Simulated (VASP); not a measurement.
Write the native input for VASP 6.6.1 that does the following.

```
Task                   : single point
Functional             : PBE
Potentials or basis    : VASP PAW PBE potentials, release 64 (K_sv, Cl)
Cutoff                 : 520 eV
k mesh                 : 7 × 7 × 7
Occupations            : fermi-dirac, width 0.01 eV
Spin                   : no spin polarisation
Dipole correction      : no
Further INCAR settings : ALGO = Normal; EDIFF = 1e-06; NBANDS = 15
```

The structure of KCl lies in POSCAR:

```
KCl
1.0
    3.6640344199      0.0000000000      0.0000000000
    0.0000000000      3.6640344199      0.0000000000
    0.0000000000      0.0000000000      3.6640344199
K Cl
1 1
Direct
    0.0000000000      0.0000000000      0.0000000000
    0.5000000000      0.5000000000      0.5000000000
```

This cell differs from its parent crystal: volume scaled by 1.025.

One way to write it, as run:

INCAR

```
SYSTEM = KCl
ALGO = Normal ; EDIFF = 1E-6
ENCUT = 520 ; GGA = PE
ISIF = 2 ; ISMEAR = -1
LASPH = .True. ; LCHARG = .False.
LREAL = .False. ; LWAVE = .False.
NBANDS = 15 ; NELM = 80
PREC = Accurate ; SIGMA = 0.01
```

KPOINTS

```
k-points
0
Gamma
  7 7 7
  0 0 0
```

Potentials or basis: VASP PAW PBE potentials, release 64 (K_sv, Cl).

Run with:

```bash
$ cat potpaw_PBE.64/K_sv/POTCAR potpaw_PBE.64/Cl/POTCAR > POTCAR
$ mpirun -np 1 vasp_std > vasp.out
```

It gave:

- Pressure: 3.6 GPa
- Band gap on the k mesh: 5.48 eV, indirect (least direct gap 5.68 eV)

Wall time 7.2 s on 1 thread of Intel(R) Xeon(R) Platinum 8488C (Sapphire Rapids), on a shared host, peak memory 0.15 GiB.
